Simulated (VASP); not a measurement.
# In3GaP2 (P6mm) in VASP: single point with PBE

Aim: the single point of In3GaP2 with PBE.

Everything below comes from runs of VASP 6.6.1. Logs are shortened: lines on timing, memory, paths and dates and some standing lists are left out, and cuts for length are marked.

## 1. The cell of the first run

The structure is hexagonal, space group P6mm (No. 183). Conventional cell: a = 6.591 Å, b = 6.591 Å, c = 4.061 Å, α = 90.00°, β = 90.00°, γ = 120.00°. In (site symmetry 2mm) has 4 P at 2.78 Å and 4 In at 3.30 Å within 3.7 Å. Ga (site symmetry 6mm) has 6 P at 3.81 Å and 12 In at 3.85 to 3.89 Å and 2 Ga at 4.06 Å within 5.0 Å. Within 3.7 Å of P (site symmetry 3m) lie 6 In at 2.78 Å.

## 2. Single point, PBE

The input, INCAR:

```
SYSTEM = In3GaP2
PREC = Accurate
ENCUT = 520
EDIFF = 1E-6
ISMEAR = 0
SIGMA = 0.1
LREAL = .False.
LASPH = .True.
NELM = 80
ALGO = Normal
ISIF = 2
LWAVE = .False.
LCHARG = .False.
GGA = PE
NBANDS = 40
```

The input, KPOINTS:

```
Automatic mesh
0
Gamma
  3 3 4
  0 0 0
```

The input, POSCAR:

```
In3GaP2
1.0
    6.5910772248      0.0000000032      0.0000000000
   -3.2955386152      5.7080403134      0.0000000000
    0.0000000000      0.0000000000      4.0613210912
In Ga P
3 1 2
Direct
    0.5000000000      0.5000000000      0.4502300633
    0.5000000000      0.0000000000      0.4502300633
    0.0000000000      0.5000000000      0.4502300633
    0.0000000000      0.0000000000      0.9417466864
    0.6666666667      0.3333333333      0.9506000369
    0.3333333333      0.6666666667      0.9506000369
```

Potentials or basis: VASP PAW PBE potentials, release 64 (In_d, Ga_d, P).

Command:

```console
> cat potpaw_PBE.64/In_d/POTCAR potpaw_PBE.64/Ga_d/POTCAR potpaw_PBE.64/P/POTCAR > POTCAR
> mpirun -np 1 vasp_std > vasp.out
```

OUTCAR:

```text
SYSTEM = In3GaP2
   PREC = Accurate
   ENCUT = 520
   EDIFF = 1E-6
   ISMEAR = 0
   LREAL = .False.
   LASPH = .True.
   NELM = 80
   ISIF = 2
   GGA = PE

 ion  position               nearest neighbor table
   1  0.500  0.500  0.450-   5 2.78   6 2.78   5 2.78   6 2.78   3 3.30   3 3.30   2 3.30   2 3.30

   2  0.500  0.000  0.450-   5 2.78   6 2.78   5 2.78   6 2.78   3 3.30   3 3.30   1 3.30   1 3.30

   3  0.000  0.500  0.450-   5 2.78   6 2.78   5 2.78   6 2.78   1 3.30   1 3.30   2 3.30   2 3.30

   4  0.000  0.000  0.942-
   5  0.667  0.333  0.951-   3 2.78   2 2.78   1 2.78   3 2.78   2 2.78   1 2.78
   6  0.333  0.667  0.951-   3 2.78   2 2.78   1 2.78   3 2.78   2 2.78   1 2.78

  LATTYP: Found a hexagonal cell.
 ALAT       =     6.5910772248
 C/A-ratio  =     0.6161847226

  Lattice vectors:

 A1 = (   6.5910772248,   0.0000000032,   0.0000000000)
 A2 = (  -3.2955386152,   5.7080403134,   0.0000000000)
 A3 = (   0.0000000000,   0.0000000000,   4.0613210912)

Analysis of symmetry for initial positions (statically):
=====================================================================
 Subroutine PRICEL returns:
 Original cell was already a primitive cell.

 Routine SETGRP: Setting up the symmetry group for a
 hexagonal supercell.

 Subroutine GETGRP returns: Found 12 space group operations
 (whereof 12 operations were pure point group operations)
 out of a pool of 24 trial point group operations.

The static configuration has the point symmetry C_6v.

Analysis of symmetry for dynamics (positions and initial velocities):
=====================================================================
 Subroutine PRICEL returns:
 Original cell was already a primitive cell.

 Routine SETGRP: Setting up the symmetry group for a
 hexagonal supercell.

 Subroutine GETGRP returns: Found 12 space group operations
 (whereof 12 operations were pure point group operations)
 out of a pool of 24 trial point group operations.

The dynamic configuration has the point symmetry C_6v.

 Subroutine INISYM returns: Found 12 space group operations
 (whereof 12 operations are pure point group operations),
 and found     1 'primitive' translations

----------------------------------------------------------------------------------------

                                     Primitive cell

  volume of cell :     152.7956

  direct lattice vectors                    reciprocal lattice vectors
     6.591077225  0.000000003  0.000000000     0.151720268  0.087595737  0.000000000
    -3.295538615  5.708040313  0.000000000    -0.000000000  0.175191475  0.000000000
     0.000000000  0.000000000  4.061321091     0.000000000  0.000000000  0.246225299

  length of vectors
     6.591077225  6.591077225  4.061321091     0.175191475  0.175191475  0.246225299

  position of ions in fractional coordinates (direct lattice)
     0.500000000  0.500000000  0.450230063
     0.500000000  0.000000000  0.450230063
     1.000000000  0.500000000  0.450230063
     0.000000000  0.000000000  0.941746686
     0.666666667  0.333333333  0.950600037
     0.333333333  0.666666667  0.950600037

  ion indices of the primitive-cell ions
   primitive index   ion index
                 1           1
                 2           2
                 3           3
                 4           4
                 5           5
                 6           6

----------------------------------------------------------------------------------------

 KPOINTS: Automatic mesh

Automatic generation of k-mesh.
 Grid dimensions read from file:
 generate k-points for:    3    3    4

 Generating k-lattice:

  Cartesian coordinates                     Fractional coordinates (reciprocal lattice)
     0.050573423  0.029198579  0.000000000     0.333333333  0.000000000  0.000000000
    -0.000000000  0.058397158  0.000000000     0.000000000  0.333333333  0.000000000
     0.000000000  0.000000000  0.061556325     0.000000000  0.000000000  0.250000000

  Length of vectors
     0.058397158  0.058397158  0.061556325

  Shift w.r.t. Gamma in fractional coordinates (k-lattice)
     0.000000000  0.000000000  0.000000000

 Subroutine IBZKPT returns following result:
 ===========================================

 Found      9 irreducible k-points:

 Following reciprocal coordinates:
            Coordinates               Weight
  0.000000  0.000000  0.000000      1.000000
  0.333333  0.000000  0.000000      6.000000
  0.333333  0.333333  0.000000      2.000000
  0.000000  0.000000  0.250000      2.000000
  0.333333  0.000000  0.250000     12.000000
  0.333333  0.333333  0.250000      4.000000
  0.000000  0.000000  0.500000      1.000000
  0.333333  0.000000  0.500000      6.000000
  0.333333  0.333333  0.500000      2.000000
   k-points           NKPTS =      9   k-points in BZ     NKDIM =      9   number of bands    NBANDS=     40
   number of dos      NEDOS =    301   number of ions     NIONS =      6
   total plane-waves  NPLWV =  75000
   dimension x,y,z NGX =    50 NGY =   50 NGZ =   30
   dimension x,y,z NGXF=   100 NGYF=  100 NGZF=   60
   ions per type =               3   1   2
   NGX,Y,Z   is equivalent  to a cutoff of  12.61, 12.61, 12.28 a.u.
   NGXF,Y,Z  is equivalent  to a cutoff of  25.22, 25.22, 24.56 a.u.
 SYSTEM =  In3GaP2
   PREC   = accura    normal or accurate (medium, high low for compatibility)
   ISTART =      0    job   : 0-new  1-cont  2-samecut
   ICHARG =      2    charge: 1-file 2-atom 10-const
   ISPIN  =      1    spin polarized calculation?
   LNONCOLLINEAR =      F non collinear calculations
   LSORBIT =      F    spin-orbit coupling
   LASPH  =      T    aspherical Exc in radial PAW
   ENCUT  =  520.0 eV  38.22 Ry    6.18 a.u.  12.26 12.26  7.55*2*pi/ulx,y,z
   NELM   =     80;   NELMIN=  2; NELMDL= -5     # of ELM steps
   EDIFF  = 0.1E-05   stopping-criterion for ELM
   LREAL  =      F    real-space projection
   EDIFFG = 0.1E-04   stopping-criterion for IOM
   NSW    =      0    number of steps for IOM
   IBRION =     -1    ionic relax: 0-MD 1-quasi-New 2-CG
   NFREE  =      0    steps in history (QN), initial steepest desc. (CG)
   ISIF   =      2    stress and relaxation
   ISYM   =      2    0-nonsym 1-usesym 2-fastsym
   POTIM  = 0.5000    time-step for ionic-motion
   TEBEG  =    0.0;   TEEND  =   0.0 temperature during run
   PSTRESS=    0.0 pullay stress
   NELECT =      62.0000    total number of electrons
   NUPDOWN=      -1.0000    fix difference up-down
   EMIN   =  10.00;   EMAX   =-10.00  energy-range for DOS
   EFERMI =   0.00;   METHOD = LEGACY
   ISMEAR =     0;   SIGMA  =   0.10  broadening in eV -4-tet -1-fermi 0-gaus
   EFERMI_NEDOS =   21; number of points for ismear=-14 and -15
   IALGO  =     38    algorithm
   IMIX   =      4    mixing-type and parameters
     AMIX     =   0.40;   BMIX     =  1.00
     AMIX_MAG =   1.60;   BMIX_MAG =  1.00
  volume/ion in A,a.u.               =      25.47       171.85
  Fermi-wavevector in a.u.,A,eV,Ry     =   1.211998  2.290344 19.986122  1.468939
  Thomas-Fermi vector in A             =   2.347496
   LORBIT       =      0    0 simple, 1 ext, 2 COOP (PROOUT), +10 PAW based schemes
   GGA     = PE    functional components
   LHFCALC =     F    Hartree Fock is set to
   AEXX    =    0.0000 exact exchange contribution
   IVDW    =     0    specifies the selected vdW correction
   LEPSILON=     F    determine dielectric tensor
   LRPA    =     F    only Hartree local field effects (RPA)
 non-spin polarized calculation
 Gauss-broadening in eV      SIGMA  =   0.10
  energy-cutoff  :      520.00
  volume of cell :      152.80
 maximum number of plane-waves:      4155
 NGX is ok and might be reduce to    50
   NGX = 25   NGY = 25   NGZ = 15

 number of electron      61.9999966 magnetization

 Free energy of the ion-electron system (eV)
  ---------------------------------------------------
  ext. energy  EPLUGINS =         0.00000000
  ---------------------------------------------------
  free energy    TOTEN  =       -19.70248687 eV

  energy without entropy =      -19.69382181  energy(sigma->0) =      -19.69815434

 E-fermi :   5.4286     XC(G=0):  -9.6335

 val. band max:        5.3955975241   @ k =   0.3333   0.3333   0.5000
 cond. band min:       5.4327644494   @ k =   0.3333   0.3333   0.5000
 fundamental gap:      0.0371669253
 Fermi energy:         5.4285673304

 k-point     1 :       0.0000    0.0000    0.0000
  band No.  band energies     occupation
      1      -9.7156      2.00000
      2      -9.7156      2.00000
      3      -9.6593      2.00000
      4      -9.6593      2.00000
      5      -9.6480      2.00000
      6      -9.1361      2.00000
[... 32 lines left out ...]
     39      10.3912      0.00000
     40      10.3913      0.00000

 k-point     2 :       0.3333    0.0000    0.0000
  band No.  band energies     occupation
      1      -9.7154      2.00000
      2      -9.7150      2.00000
      3      -9.6590      2.00000
      4      -9.6586      2.00000
      5      -9.6475      2.00000
      6      -9.0554      2.00000
[... 32 lines left out ...]
     39       9.6545      0.00000
     40      10.3994      0.00000

 k-point     3 :       0.3333    0.3333    0.0000
  band No.  band energies     occupation
      1      -9.7151      2.00000
      2      -9.7151      2.00000
      3      -9.6586      2.00000
      4      -9.6586      2.00000
      5      -9.6473      2.00000
      6      -8.9433      2.00000
[... 32 lines left out ...]
     39      10.2242      0.00000
     40      10.5504      0.00000

 k-point     4 :       0.0000    0.0000    0.2500
  band No.  band energies     occupation
      1      -9.7149      2.00000
      2      -9.7149      2.00000
      3      -9.6615      2.00000
      4      -9.6615      2.00000
      5      -9.6404      2.00000
      6      -9.1048      2.00000
[... 32 lines left out ...]
     39      11.3191      0.00000
     40      11.9071      0.00000
[... 127 lines left out ...]
     39      11.9998      0.00000
     40      11.9999      0.00000

 k-point     8 :       0.3333    0.0000    0.5000
  band No.  band energies     occupation
      1      -9.7149      2.00000
      2      -9.7148      2.00000
      3      -9.6646      2.00000
      4      -9.6640      2.00000
      5      -9.6328      2.00000
      6      -9.1180      2.00000
[... 32 lines left out ...]
     39      11.0553      0.00000
     40      11.8501      0.00000

 k-point     9 :       0.3333    0.3333    0.5000
  band No.  band energies     occupation
      1      -9.7152      2.00000
      2      -9.7152      2.00000
      3      -9.6647      2.00000
      4      -9.6647      2.00000
      5      -9.6327      2.00000
      6      -9.0031      2.00000
[... 32 lines left out ...]
     39       9.9532      0.00000
     40      10.4185      0.00000

------------------------ aborting loop because EDIFF is reached ----------------------------------------

  FORCE on cell =-STRESS in cart. coord.  units (eV):
  Direction    XX          YY          ZZ          XY          YZ          ZX
  --------------------------------------------------------------------------------------
  -------------------------------------------------------------------------------------
  Total        0.2204419      0.2204419      0.0018543     -0.0000000     -0.0000000      0.0000000
  in kB        2.3115007      2.3115007      0.0194433     -0.0000000     -0.0000000      0.0000000
  external PRESSURE =       1.5474815 kB  Pullay stress =       0.0000000 kB

 VOLUME and BASIS-vectors are now :
 -----------------------------------------------------------------------------
  energy-cutoff  :      520.00
  volume of cell :      152.80
      direct lattice vectors                 reciprocal lattice vectors
     6.591077225  0.000000003  0.000000000     0.151720268  0.087595737  0.000000000
    -3.295538615  5.708040313  0.000000000    -0.000000000  0.175191475  0.000000000
     0.000000000  0.000000000  4.061321091     0.000000000  0.000000000  0.246225299

 POSITION                                       TOTAL-FORCE (eV/Angst)
 -----------------------------------------------------------------------------------
      1.64777      2.85402      1.82853        -0.000000      0.000000     -0.001611
      3.29554      0.00000      1.82853         0.000000      0.000000     -0.001611
     -1.64777      2.85402      1.82853        -0.000000     -0.000000     -0.001611
      0.00000      0.00000      3.82474        -0.000000     -0.000000      0.009353
      3.29554      1.90268      3.86069        -0.000000     -0.000000     -0.002259
     -0.00000      3.80536      3.86069         0.000000      0.000000     -0.002259
 -----------------------------------------------------------------------------------
    total drift:                                0.000000      0.000000      0.000286

  FREE ENERGIE OF THE ION-ELECTRON SYSTEM (eV)
  ---------------------------------------------------
  free  energy   TOTEN  =       -19.7024868676 eV

  energy  without entropy=      -19.6938218055  energy(sigma->0) =      -19.69815434
```

Wall time 39 s (1 thread of Intel Xeon 6975P-C (Granite Rapids), shared host); peak memory 0.27 GiB.

Results:

- Free energy: -19.7025 eV
- Pressure: 0.2 GPa
- Largest force: 0.009 eV/Å
- Band gap on the k mesh: zero (band 31 reaches 6.79 eV, above the bottom of band 32 at 5.06 eV)

Forces on the atoms (eV/Å):
```
In   0.000  0.000 -0.002
In   0.000  0.000 -0.002
In   0.000  0.000 -0.002
Ga   0.000  0.000  0.009
P    0.000  0.000 -0.002
P    0.000  0.000 -0.002
```

Levels at points of the mesh, in eV from the Fermi level:
```tsv
k point	band 27	band 28	band 29	band 30	band 31	band 32	band 33	band 34	band 35	band 36
(0.00, 0.00, 0.00)	-3.08	-2.72	-1.97	-0.38	1.20	1.33	1.33	3.25	3.25	3.56
(0.00, 0.00, 0.50)	-3.37	-2.73	-2.73	-1.05	-1.05	-0.18	-0.18	-0.08	2.75	2.75
```

Caveat: the k points lie up to 0.39 Å⁻¹ apart; spin-orbit coupling is left out, which moves the levels of the heavy elements.
